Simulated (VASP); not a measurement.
# Ga: single point with LDA

Ga:

```
Ga
1.0
    -1.44350    1.44350    1.44350
     1.44350   -1.44350    1.44350
     1.44350    1.44350   -1.44350
Ga
1
Direct
  0.00000 0.00000 0.00000
```

This isn't the form of Ga at room conditions, which is orthorhombic.

| Property | Result |
| --- | --- |
| Program | VASP 6.6.1 |
| Task | single point |
| Functional | LDA |
| Potentials or basis | VASP PAW LDA potentials, release 64 (Ga_d) |
| Cutoff | 520 eV |
| k mesh | 18 × 18 × 18 |
| Occupations | fermi-dirac, width 0.08 eV |
| Spin | no spin polarisation |

```yaml
Pressure: 57.8 GPa
Band_gap_on_the_k_mesh: zero (an odd number of electrons rules out a gap without spin polarisation)
```

Levels at points of the mesh, in eV from the Fermi level:
| k point | band 2 | band 3 | band 4 | band 5 | band 6 | band 7 | band 8 | band 9 | band 10 | band 11 |
| --- | --- | --- | --- | --- | --- | --- | --- | --- | --- | --- |
| (0.00, 0.00, 0.00) | -16.02 | -16.02 | -15.51 | -15.51 | -15.40 | 18.96 | 18.96 | 18.96 | 20.71 | 20.71 |
| (0.50, 0.00, 0.00) | -16.30 | -15.53 | -15.49 | -15.18 | -6.38 | -4.80 | 9.80 | 11.55 | 14.31 | 16.49 |
| (0.50, 0.50, 0.50) | -16.45 | -15.26 | -15.26 | -15.26 | 1.54 | 1.54 | 1.54 | 5.90 | 6.39 | 6.39 |

It took 17 s on 1 thread of Intel(R) Xeon(R) Platinum 8259CL CPU @ 2.50GHz (Skylake/Cascade Lake) (shared host), peak memory 0.14 GiB.

Caveat: the cell stands under pressure.
